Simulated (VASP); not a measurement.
# CdTe (F-43m) in VASP: elastic constants with PBEsol

Aim: the elastic constants of CdTe with PBEsol.

Program: VASP 6.6.1. These are calculated values, not measurements. Logs are shortened: lines on timing, memory, paths and dates and some standing lists are left out, and cuts for length are marked.

### 1 The cell of the first run

The structure is cubic, space group F-43m (No. 216). Conventional cell: a = 6.410 Å, b = 6.410 Å, c = 6.410 Å, α = 90.00°, β = 90.00°, γ = 90.00°. Cd (site symmetry -43m) has 4 Te at 2.78 Å within 3.7 Å. Within 3.7 Å of Te (site symmetry -43m) lie 4 Cd at 2.78 Å.

### 2 Elastic constants, PBEsol

INCAR reads:

```
SYSTEM = CdTe
PREC     = Accurate       ! precision mode
ENCUT    = 600            ! plane-wave cutoff, eV
EDIFF    = 1E-8           ! SCF threshold, eV
ISMEAR   = 0              ! smearing method
SIGMA    = 0.01           ! smearing width, eV
LREAL    = .FALSE.        ! projectors in reciprocal space
LASPH    = .TRUE.         ! aspherical terms in the spheres
NELM     = 60             ! most SCF steps
ALGO     = Normal         ! electronic algorithm
ISIF     = 3              ! what is computed and relaxed
LWAVE    = .FALSE.        ! write WAVECAR
LCHARG   = .FALSE.        ! write CHGCAR
GGA      = PS             ! functional
IBRION   = 6              ! ionic algorithm
NFREE    = 2            
POTIM    = 0.015          ! step
NSW      = 1              ! ionic steps
```

KPOINTS reads:

```
regular mesh
0
G
  6 6 6
  0 0 0
```

POSCAR reads:

```
CdTe
1.0
    0.0000000000      3.2050000000      3.2050000000
    3.2050000000      0.0000000000      3.2050000000
    3.2050000000      3.2050000000      0.0000000000
Cd Te
1 1
Direct
    0.0000000000      0.0000000000      0.0000000000
    0.2500000000      0.2500000000      0.2500000000
```

Potentials or basis: VASP PAW PBE potentials, release 64 (Cd, Te).

Command:

```bash
$ cat potpaw_PBE.64/Cd/POTCAR potpaw_PBE.64/Te/POTCAR > POTCAR
$ mpirun -np 1 vasp_std > vasp.out
```

OUTCAR:

```text
SYSTEM = CdTe
   PREC = Accurate
   ENCUT = 600
   EDIFF = 1E-8
   ISMEAR = 0
   LREAL = .FALSE.
   LASPH = .TRUE.
   NELM = 60
   ISIF = 3
   GGA = PS
   IBRION = 6
   NFREE = 2
   POTIM = 0.015
   NSW = 1

 ion  position               nearest neighbor table
   1  0.000  0.000  0.000-   2 2.78   2 2.78   2 2.78   2 2.78
   2  0.250  0.250  0.250-   1 2.78   1 2.78   1 2.78   1 2.78

  LATTYP: Found a face centered cubic cell.
 ALAT       =     6.4100000000

  Lattice vectors:

 A1 = (   0.0000000000,   3.2050000000,   3.2050000000)
 A2 = (   3.2050000000,   0.0000000000,   3.2050000000)
 A3 = (   3.2050000000,   3.2050000000,   0.0000000000)

Analysis of symmetry for initial positions (statically):
=====================================================================
 Subroutine PRICEL returns:
 Original cell was already a primitive cell.

 Routine SETGRP: Setting up the symmetry group for a
 face centered cubic supercell.

 Subroutine GETGRP returns: Found 24 space group operations
 (whereof 24 operations were pure point group operations)
 out of a pool of 48 trial point group operations.

The static configuration has the point symmetry T_d .

Analysis of symmetry for dynamics (positions and initial velocities):
=====================================================================
 Subroutine PRICEL returns:
 Original cell was already a primitive cell.

 Routine SETGRP: Setting up the symmetry group for a
 face centered cubic supercell.

 Subroutine GETGRP returns: Found 24 space group operations
 (whereof 24 operations were pure point group operations)
 out of a pool of 48 trial point group operations.

The dynamic configuration has the point symmetry T_d .

 Subroutine INISYM returns: Found 24 space group operations
 (whereof 24 operations are pure point group operations),
 and found     1 'primitive' translations

----------------------------------------------------------------------------------------

                                     Primitive cell

  volume of cell :      65.8437

  direct lattice vectors                    reciprocal lattice vectors
     0.000000000  3.205000000  3.205000000    -0.156006240  0.156006240  0.156006240
     3.205000000  0.000000000  3.205000000     0.156006240 -0.156006240  0.156006240
     3.205000000  3.205000000  0.000000000     0.156006240  0.156006240 -0.156006240

  length of vectors
     4.532554467  4.532554467  4.532554467     0.270210734  0.270210734  0.270210734

  position of ions in fractional coordinates (direct lattice)
     0.000000000  0.000000000  0.000000000
     0.250000000  0.250000000  0.250000000

  ion indices of the primitive-cell ions
   primitive index   ion index
                 1           1
                 2           2

----------------------------------------------------------------------------------------

 KPOINTS: regular mesh

Automatic generation of k-mesh.
 Grid dimensions read from file:
 generate k-points for:    6    6    6

 Generating k-lattice:

  Cartesian coordinates                     Fractional coordinates (reciprocal lattice)
    -0.026001040  0.026001040  0.026001040     0.166666667  0.000000000  0.000000000
     0.026001040 -0.026001040  0.026001040     0.000000000  0.166666667  0.000000000
     0.026001040  0.026001040 -0.026001040     0.000000000  0.000000000  0.166666667

[... 97 lines left out ...]

------------------------ aborting loop because EDIFF is reached ----------------------------------------

  FORCE on cell =-STRESS in cart. coord.  units (eV):
  Direction    XX          YY          ZZ          XY          YZ          ZX
  --------------------------------------------------------------------------------------
  -------------------------------------------------------------------------------------
  Total        0.7531141      0.7531141      0.7531141     -0.0000000     -0.0000000      0.0000000
  in kB       18.3255603     18.3255603     18.3255603     -0.0000000     -0.0000000      0.0000000
  external PRESSURE =      18.3255603 kB  Pullay stress =       0.0000000 kB
[... 89 lines left out ...]
  FREE ENERGIE OF THE ION-ELECTRON SYSTEM (eV)
  ---------------------------------------------------
  free  energy   TOTEN  =        -5.4539509250 eV

  energy  without entropy=       -5.4539509250  energy(sigma->0) =       -5.45395092

[... ionic steps 4 to 14 ...]

--------------------------------------- Ionic step       15  -------------------------------------------

 number of electron      17.9999998 magnetization

------------------------ aborting loop because EDIFF is reached ----------------------------------------
[... 67 lines left out ...]
--------------------------------------- Ionic step       17  -------------------------------------------

 number of electron      17.9999996 magnetization

 Free energy of the ion-electron system (eV)
  ---------------------------------------------------
  ext. energy  EPLUGINS =         0.00000000
  ---------------------------------------------------
  free energy    TOTEN  =        -5.46749541 eV

  energy without entropy =       -5.46749541  energy(sigma->0) =       -5.46749541

 E-fermi :   2.5909     XC(G=0):  -8.9271

 val. band max:        2.5334163939   @ k =   0.0000   0.0000   0.0000
 cond. band min:       3.2809984258   @ k =   0.0000   0.0000   0.0000
 fundamental gap:      0.7475820319
 Fermi energy:         2.5909294061

 k-point     1 :       0.0000    0.0000    0.0000
  band No.  band energies     occupation
      1      -8.8867      2.00000
      2      -5.8690      2.00000
      3      -5.8615      2.00000
      4      -5.8541      2.00000
      5      -5.5714      2.00000
      6      -5.5712      2.00000
      7       2.5093      2.00000
      8       2.5218      2.00000
      9       2.5334      2.00000
     10       3.2810      0.00000
     11       7.0293      0.00000
     12       7.0391      0.00000
     13       7.0500      0.00000
[... 354 lines left out ...]
  band No.  band energies     occupation
      1      -8.4169      2.00000
      2      -5.7768      2.00000
      3      -5.7688      2.00000
      4      -5.5884      2.00000
      5      -5.5586      2.00000
      6      -5.1721      2.00000
      7      -1.9027      2.00000
      8       0.7624      2.00000
      9       1.3291      2.00000
     10       5.2636      0.00000
     11       7.1103      0.00000
     12       8.4372      0.00000
     13       9.0899      0.00000

 [... further k-points ...]
[... 5 lines left out ...]
  --------------------------------------------------------------------------------------
  -------------------------------------------------------------------------------------
  Total        0.7534819      0.7553742      0.7553742      0.0000000      0.1078400      0.0000000
  in kB       18.3345094     18.3805555     18.3805555      0.0000000      2.6240767      0.0000000
  external PRESSURE =      18.3652068 kB  Pullay stress =       0.0000000 kB
[... 17 lines left out ...]
  FREE ENERGIE OF THE ION-ELECTRON SYSTEM (eV)
  ---------------------------------------------------
  free  energy   TOTEN  =        -5.4674954119 eV

  energy  without entropy=       -5.4674954119  energy(sigma->0) =       -5.46749541

 INTERNAL STRAIN TENSORS FROM STRAINED CELLS
 ============================================

 INTERNAL STRAIN TENSOR FOR ION    1 for displacements in x,y,z  (eV/Angst):
          X           Y           Z          XY          YZ          ZX
  --------------------------------------------------------------------------------
  x     0.00000     0.00000     0.00000     0.00000     7.23153     0.00000
  y    -0.00000     0.00000     0.00000     0.00000     0.00000     7.23159
  z    -0.00000     0.00000     0.00000     7.23180     0.00000    -0.00000

 INTERNAL STRAIN TENSORS FROM DISPLACED ATOMS
 ============================================

 INTERNAL STRAIN TENSOR FOR ION    1 for displacements in x,y,z  (eV/Angst):
          X           Y           Z          XY          YZ          ZX
  --------------------------------------------------------------------------------
  x    -0.00000    -0.00000    -0.00000     0.00000     7.18633     0.00000
  y     0.00000    -0.00000     0.00000     0.00000     0.00000     7.18633
  z    -0.00000    -0.00000    -0.00000     7.18633     0.00000     0.00000

 INTERNAL STRAIN TENSOR FOR ION    2 for displacements in x,y,z  (eV/Angst):
          X           Y           Z          XY          YZ          ZX
  --------------------------------------------------------------------------------
  x     0.00000     0.00000     0.00000     0.00000    -7.20930     0.00000
  y    -0.00000     0.00000    -0.00000     0.00000     0.00000    -7.20930
  z     0.00000     0.00000     0.00000    -7.20930     0.00000     0.00000

 Eigenvectors and eigenvalues of the dynamical matrix
 ----------------------------------------------------

   1 f  =    4.554974 THz    28.619743 2PiTHz  151.937566 cm-1    18.837849 meV
             X         Y         Z           dx          dy          dz
      0.000000  0.000000  0.000000     0.000000    0.330419    0.649611
      1.602500  1.602500  1.602500    -0.000000   -0.310424   -0.610300
[... 21 lines left out ...]
   6 f/i=    0.002150 THz     0.013511 2PiTHz    0.071729 cm-1     0.008893 meV
             X         Y         Z           dx          dy          dz
      0.000000  0.000000  0.000000     0.001642   -0.425759   -0.536242
      1.602500  1.602500  1.602500     0.001748   -0.453184   -0.570782

--------------------------------------------------------------------------------------------------------

 ELASTIC MODULI CONTR FROM IONIC RELAXATION (kBar)
 Direction    XX          YY          ZZ          XY          YZ          ZX
 --------------------------------------------------------------------------------
 XX          -0.0000     -0.0000     -0.0000      0.0000      0.0000     -0.0000
 YY          -0.0000     -0.0000     -0.0000      0.0000      0.0000      0.0000
 ZZ          -0.0000     -0.0000     -0.0000      0.0000      0.0000     -0.0000
 XY           0.0000      0.0000      0.0000   -248.4698      0.0000      0.0000
 YZ           0.0000      0.0000      0.0000      0.0000   -248.4698      0.0000
 ZX          -0.0000      0.0000     -0.0000      0.0000      0.0000   -248.4698
 --------------------------------------------------------------------------------

 TOTAL ELASTIC MODULI (kBar)
 Direction    XX          YY          ZZ          XY          YZ          ZX
 --------------------------------------------------------------------------------
 XX         585.8306    429.3282    429.3282      0.0000     -0.0000     -0.0000
 YY         429.3282    585.8306    429.3282      0.0000      0.0000      0.0000
 ZZ         429.3282    429.3282    585.8306     -0.0000      0.0000     -0.0000
 XY           0.0000      0.0000     -0.0000    190.2753      0.0000      0.0000
 YZ          -0.0000      0.0000      0.0000      0.0000    190.2753      0.0000
 ZX          -0.0000      0.0000     -0.0000      0.0000      0.0000    190.2753
 --------------------------------------------------------------------------------
```

It took 4.8 min on 1 thread of Intel Xeon Platinum 8488C (Sapphire Rapids), shared host; peak memory 0.3 GiB.

Results:

| Item | Value |
| --- | --- |
| Elastic constants C11, C12, C44 | 59, 43, 19 GPa |
| Voigt bulk modulus | 48 GPa |
| Highest phonon frequency at Γ, LO-TO splitting left out | 152 cm⁻¹ |

Phonon frequencies in cm⁻¹ (negative: imaginary):
| q point | frequencies |
| --- | --- |
| (0.000, 0.000, 0.000) | 0 0 0 152 152 152 |

Elastic tensor in Voigt notation (GPa, in the Cartesian axes of the cell as first typed):
```
59 43 43  0  0  0
43 59 43  0  0  0
43 43 59  0  0  0
 0  0  0 19  0  0
 0  0  0  0 19  0
 0  0  0  0  0 19
```

Clamped-ion elastic tensor (GPa):
```
59 43 43  0  0  0
43 59 43  0  0  0
43 43 59  0  0  0
 0  0  0 44  0  0
 0  0  0  0 44  0
 0  0  0  0  0 44
```

Caveat: the cell is under stress, which shifts elastic constants; the PAW data sets were made with another functional, which shifts forces and pressure a little; spin-orbit coupling is left out, which moves the levels of the heavy elements.
